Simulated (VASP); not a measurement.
SnSe, 8 atoms in the cell. The structure is orthorhombic, space group Pnma (No. 62). Conventional cell: a = 11.882 Å, b = 4.208 Å, c = 4.617 Å, α = 90.00°, β = 90.00°, γ = 90.00°. Sn (site symmetry m) has 6 Se at 2.78 to 3.57 Å and 2 Sn at 3.79 Å within 3.8 Å. Within 3.7 Å of Se (site symmetry m) lie 6 Sn at 2.78 to 3.57 Å. 

```yaml
Program: VASP 6.6.1
Task: single point
Functional: PBE
Dispersion: D3(BJ)
Potentials_or_basis: VASP PAW PBE potentials, release 64 (Sn_d, Se)
Cutoff: 520 eV
k_mesh: 4 × 8 × 8
Occupations: gaussian, width 0.02 eV
Spin: no spin polarisation
Dipole_correction: no
Further_INCAR_settings: ALGO = Normal; EDIFF = 1e-06; NBANDS = 50
```

Potentials or basis: VASP PAW PBE potentials, release 64 (Sn_d, Se).

Launch:

```bash
$ cat potpaw_PBE.64/Sn_d/POTCAR potpaw_PBE.64/Se/POTCAR > POTCAR
$ mpirun -np 1 vasp_std > vasp.out
```

Hardware: 1 thread of Oxide Virtual Turin-like Processor, on a shared host.

Problem. Estimate the wall time of this run.

Solution. Run time: 22 min on 1 thread of Oxide Virtual Turin-like Processor, on a shared host, peak memory 0.72 GiB. Counts: scf iterations 13, k points 75.
